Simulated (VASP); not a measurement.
# ZnS (F-43m) in VASP: further runs

Runs on ZnS. Level: PBE. Tasks: relaxation of cell and atoms, single point.

Program: VASP 6.6.1. These are calculated values, not measurements. Logs are shortened: lines on timing, memory, paths and dates and some standing lists are left out, and cuts for length are marked.

**Experimental background.**

From “Electronic, vibrational, and thermodynamic properties of ZnS (zincblende and rocksalt structure)”, 2009, arxiv:0911.5022, for a bulk crystal of ZnS at 19 K: band gap 3.85 eV (direct).

The runs below are set against these values where they give the same quantity.

## Step 1: The cell of the first run

The structure is cubic, space group F-43m (No. 216). Conventional cell: a = 5.443 Å, b = 5.443 Å, c = 5.443 Å, α = 90.00°, β = 90.00°, γ = 90.00°. Within 3.1 Å of Zn (site symmetry -43m) lie 4 S at 2.36 Å. Within 3.1 Å of S (site symmetry -43m) lie 4 Zn at 2.36 Å.

## Step 2: Relaxation of cell and atoms, PBE, target pressure 12 GPa, at which the enthalpy is minimised

The input, INCAR:

```
SYSTEM = ZnS
ALGO = Normal
EDIFF = 1E-6
EDIFFG = -0.001
ENCUT = 600
GGA = PE
IBRION = 2
ISIF = 3
ISMEAR = 0
LASPH = .TRUE.
LCHARG = .FALSE.
LREAL = .FALSE.
LWAVE = .FALSE.
NELM = 100
NSW = 80
PREC = Accurate
PSTRESS = 120.0
SIGMA = 0.01
```

The input, KPOINTS:

```
k-points
0
G
  10 10 10
  0 0 0
```

The input, POSCAR:

```
ZnS
1.0
    0.0000000000      2.7216977293      2.7216977293
    2.7216977293      0.0000000000      2.7216977293
    2.7216977293      2.7216977293      0.0000000000
Zn S
1 1
Direct
    0.0000000000      0.0000000000      0.0000000000
    0.7500000000      0.7500000000      0.7500000000
```

Potentials or basis: VASP PAW PBE potentials, release 64 (Zn, S).

Started as:

```bash
> cat potpaw_PBE.64/Zn/POTCAR potpaw_PBE.64/S/POTCAR > POTCAR
> mpirun -np 1 vasp_std > vasp.out
```

OUTCAR:

```text
SYSTEM = ZnS
   EDIFF = 1E-6
   EDIFFG = -0.001
   ENCUT = 600
   GGA = PE
   IBRION = 2
   ISIF = 3
   ISMEAR = 0
   LASPH = .TRUE.
   LREAL = .FALSE.
   NELM = 100
   NSW = 80
   PREC = Accurate
   PSTRESS = 120.0

 ion  position               nearest neighbor table
   1  0.000  0.000  0.000-   2 2.36   2 2.36   2 2.36   2 2.36
   2  0.750  0.750  0.750-   1 2.36   1 2.36   1 2.36   1 2.36

  LATTYP: Found a face centered cubic cell.
 ALAT       =     5.4433954586

  Lattice vectors:

 A1 = (   0.0000000000,   2.7216977293,   2.7216977293)
 A2 = (   2.7216977293,   0.0000000000,   2.7216977293)
 A3 = (   2.7216977293,   2.7216977293,   0.0000000000)

Analysis of symmetry for initial positions (statically):
=====================================================================
 Subroutine PRICEL returns:
 Original cell was already a primitive cell.

 Routine SETGRP: Setting up the symmetry group for a
 face centered cubic supercell.

 Subroutine GETGRP returns: Found 24 space group operations
 (whereof 24 operations were pure point group operations)
 out of a pool of 48 trial point group operations.

The static configuration has the point symmetry T_d .

Analysis of symmetry for dynamics (positions and initial velocities):
=====================================================================
 Subroutine PRICEL returns:
 Original cell was already a primitive cell.

 Routine SETGRP: Setting up the symmetry group for a
 face centered cubic supercell.

 Subroutine GETGRP returns: Found 24 space group operations
 (whereof 24 operations were pure point group operations)
 out of a pool of 48 trial point group operations.

The dynamic configuration has the point symmetry T_d .

 Subroutine INISYM returns: Found 24 space group operations
 (whereof 24 operations are pure point group operations),
 and found     1 'primitive' translations

----------------------------------------------------------------------------------------

                                     Primitive cell

  volume of cell :      40.3227

  direct lattice vectors                    reciprocal lattice vectors
     0.000000000  2.721697729  2.721697729    -0.183708865  0.183708865  0.183708865
     2.721697729  0.000000000  2.721697729     0.183708865 -0.183708865  0.183708865
     2.721697729  2.721697729  0.000000000     0.183708865  0.183708865 -0.183708865

  length of vectors
     3.849061841  3.849061841  3.849061841     0.318193088  0.318193088  0.318193088

  position of ions in fractional coordinates (direct lattice)
     0.000000000  0.000000000  0.000000000
     0.750000000  0.750000000  0.750000000

[... 66 lines left out ...]
 SYSTEM =  ZnS
   PREC   = accura    normal or accurate (medium, high low for compatibility)
   ISTART =      0    job   : 0-new  1-cont  2-samecut
   ICHARG =      2    charge: 1-file 2-atom 10-const
   ISPIN  =      1    spin polarized calculation?
   LNONCOLLINEAR =      F non collinear calculations
   LSORBIT =      F    spin-orbit coupling
   LASPH  =      T    aspherical Exc in radial PAW
   ENCUT  =  600.0 eV  44.10 Ry    6.64 a.u.   7.69  7.69  7.69*2*pi/ulx,y,z
   NELM   =    100;   NELMIN=  2; NELMDL= -5     # of ELM steps
   EDIFF  = 0.1E-05   stopping-criterion for ELM
   LREAL  =      F    real-space projection
   EDIFFG = -.1E-02   stopping-criterion for IOM
   NSW    =     80    number of steps for IOM
   IBRION =      2    ionic relax: 0-MD 1-quasi-New 2-CG
   NFREE  =      1    steps in history (QN), initial steepest desc. (CG)
   ISIF   =      3    stress and relaxation
   ISYM   =      2    0-nonsym 1-usesym 2-fastsym
   POTIM  = 0.5000    time-step for ionic-motion
   TEBEG  =    0.0;   TEEND  =   0.0 temperature during run
   PSTRESS=  120.0 pullay stress
   NELECT =      18.0000    total number of electrons
   NUPDOWN=      -1.0000    fix difference up-down
   EMIN   =  10.00;   EMAX   =-10.00  energy-range for DOS
   EFERMI =   0.00;   METHOD = LEGACY
   ISMEAR =     0;   SIGMA  =   0.01  broadening in eV -4-tet -1-fermi 0-gaus
   EFERMI_NEDOS =   21; number of points for ismear=-14 and -15
   IALGO  =     38    algorithm
   IMIX   =      4    mixing-type and parameters
     AMIX     =   0.40;   BMIX     =  1.00
     AMIX_MAG =   1.60;   BMIX_MAG =  1.00
  volume/ion in A,a.u.               =      20.16       136.06
  Fermi-wavevector in a.u.,A,eV,Ry     =   1.251168  2.364365 21.298865  1.565422
  Thomas-Fermi vector in A             =   2.385129
   LORBIT       =      0    0 simple, 1 ext, 2 COOP (PROOUT), +10 PAW based schemes
   GGA     = PE    functional components
   LHFCALC =     F    Hartree Fock is set to
   AEXX    =    0.0000 exact exchange contribution
   IVDW    =     0    specifies the selected vdW correction
   LEPSILON=     F    determine dielectric tensor
   LRPA    =     F    only Hartree local field effects (RPA)
 conjugate gradient relaxation of ions
 non-spin polarized calculation
 Gauss-broadening in eV      SIGMA  =   0.01
  energy-cutoff  :      600.00
  volume of cell :       40.32
 maximum number of plane-waves:      1363
   NGX = 15   NGY = 15   NGZ = 15

--------------------------------------- Ionic step        1  -------------------------------------------

 number of electron      18.0000009 magnetization

 Free energy of the ion-electron system (eV)
  ---------------------------------------------------
  ext. energy  EPLUGINS =         0.00000000
  ---------------------------------------------------
  free energy    TOTEN  =        -6.85258843 eV

  energy without entropy =       -6.85258843  energy(sigma->0) =       -6.85258843

 E-fermi :   1.9693     XC(G=0):  -9.5278

 val. band max:        1.9055813754   @ k =   0.0000   0.0000   0.0000
 cond. band min:       3.9253865755   @ k =   0.0000   0.0000   0.0000
 fundamental gap:      2.0198052001
 Fermi energy:         1.9692678632

 k-point     1 :       0.0000    0.0000    0.0000
  band No.  band energies     occupation
      1     -11.0848      2.00000
      2      -4.3493      2.00000
      3      -4.3493      2.00000
      4      -4.3493      2.00000
      5      -3.8767      2.00000
      6      -3.8767      2.00000
      7       1.9056      2.00000
      8       1.9056      2.00000
      9       1.9056      2.00000
     10       3.9254      0.00000
     11       8.3163      0.00000
     12       8.3163      0.00000
     13       8.3163      0.00000
[... 633 lines left out ...]
--------------------------------------- Ionic step        8  -------------------------------------------

 number of electron      18.0000010 magnetization

 Free energy of the ion-electron system (eV)
  ---------------------------------------------------
  ext. energy  EPLUGINS =         0.00000000
  ---------------------------------------------------
  free energy    TOTEN  =        -6.68923642 eV

  energy without entropy =       -6.68923642  energy(sigma->0) =       -6.68923642

 E-fermi :   3.2300     XC(G=0): -10.1365

 val. band max:        3.1572997080   @ k =   0.0000   0.0000   0.0000
 cond. band min:       5.7490243214   @ k =   0.0000   0.0000   0.0000
 fundamental gap:      2.5917246135
 Fermi energy:         3.2299671756

 k-point     1 :       0.0000    0.0000    0.0000
  band No.  band energies     occupation
      1     -10.7798      2.00000
      2      -3.6684      2.00000
      3      -3.6684      2.00000
      4      -3.6684      2.00000
      5      -3.0366      2.00000
      6      -3.0366      2.00000
      7       3.1573      2.00000
      8       3.1573      2.00000
      9       3.1573      2.00000
     10       5.7490      0.00000
     11       9.4534      0.00000
     12       9.4534      0.00000
     13       9.4534      0.00000
[... 401 lines left out ...]
  energy  without entropy=       -6.6892364209  energy(sigma->0) =       -6.68923642

  enthalpy is  TOTEN    =        -4.0304502698 eV   P V=        2.6587861511

 reached required accuracy - stopping structural energy minimisation
```

OSZICAR:

```text
N       E                     dE             d eps       ncg     rms          rms(c)
DAV:   1     0.946760598067E+02    0.94676E+02   -0.99761E+03  1222   0.181E+03
DAV:   2    -0.229050573486E+00   -0.94905E+02   -0.90647E+02  1308   0.303E+02
DAV:   3    -0.718533153729E+01   -0.69563E+01   -0.69162E+01  1552   0.796E+01
DAV:   4    -0.727840778582E+01   -0.93076E-01   -0.93038E-01  1352   0.973E+00
[... 62 lines left out ...]
   7 F= -.40304495E+01 E0= -.40304495E+01  d E =-.131460E-04
       N       E                     dE             d eps       ncg     rms          rms(c)
DAV:   1    -0.668924465893E+01    0.56742E-03   -0.10707E-04  1467   0.269E-01    0.217E-02
DAV:   2    -0.668923710154E+01    0.75574E-05   -0.26920E-05  1457   0.181E-01    0.863E-03
DAV:   3    -0.668923642086E+01    0.68068E-06   -0.86913E-07   611   0.130E-02
   8 F= -.40304503E+01 E0= -.40304503E+01  d E =-.139624E-04
```

Wall time 2.6 min (1 thread of Intel Xeon Platinum 8259CL at 2.50GHz (Skylake/Cascade Lake), shared host); peak memory 0.2 GiB.

What came out:

* Free energy: -6.6892 eV
* Relaxed volume: 17.75 Å³/atom
* Relaxed cell: a = 3.689 Å, b = 3.689 Å, c = 3.689 Å, α = 60.00°, β = 60.00°, γ = 60.00°
* Space group after relaxing (to 0.05 Å): F-43m (No. 216)
* Energy change on relaxing (the enthalpy is what falls): +81.7 meV/atom
* Ionic steps: 8
* Pressure after relaxing: 12.0 GPa
* Band gap on the k mesh: 2.59 eV, direct

Step by step:
```csv
step,energy change (eV),largest force (eV/Å),pressure (GPa),volume (Å³)
1,0.0000,0.0000,0.15,40.32
2,0.5390,0.0000,25.90,32.23
3,0.1595,0.0000,11.84,35.55
4,0.1663,0.0000,12.12,35.46
5,0.1617,0.0000,11.95,35.52
6,0.1637,0.0000,12.04,35.49
7,0.1628,0.0000,11.93,35.51
8,0.1634,0.0000,12.00,35.50
```

Final structure:
```cif
data_structure
_symmetry_space_group_name_H-M 'P 1'
_symmetry_Int_Tables_number 1
_cell_length_a 3.6890
_cell_length_b 3.6890
_cell_length_c 3.6890
_cell_angle_alpha 60.000
_cell_angle_beta 60.000
_cell_angle_gamma 60.000
_cell_volume 35.50
loop_
_atom_site_label
_atom_site_type_symbol
_atom_site_fract_x
_atom_site_fract_y
_atom_site_fract_z
_atom_site_occupancy
Zn1 Zn 0.00000 0.00000 0.00000 1
S1 S 0.75000 0.75000 0.75000 1
```

Levels at points of the mesh, in eV from the valence-band top:
| k point | band 6 | band 7 | band 8 | band 9 | band 10 | band 11 | band 12 | band 13 |
| --- | --- | --- | --- | --- | --- | --- | --- | --- |
| (0.00, 0.00, 0.00) | -6.19 | 0.00 | 0.00 | 0.00 | 2.59 | 6.30 | 6.30 | 6.30 |
| (0.50, 0.00, 0.00) | -6.09 | -5.90 | -1.03 | -1.03 | 3.51 | 6.84 | 6.84 | 9.24 |
| (0.50, 0.50, 0.00) | -5.94 | -4.99 | -2.63 | -2.63 | 3.15 | 4.02 | 11.78 | 12.69 |

Caveat: the cell is relaxed towards a set pressure, so the enthalpy falls and the energy may rise.

(Continued in part 2 of 2.)
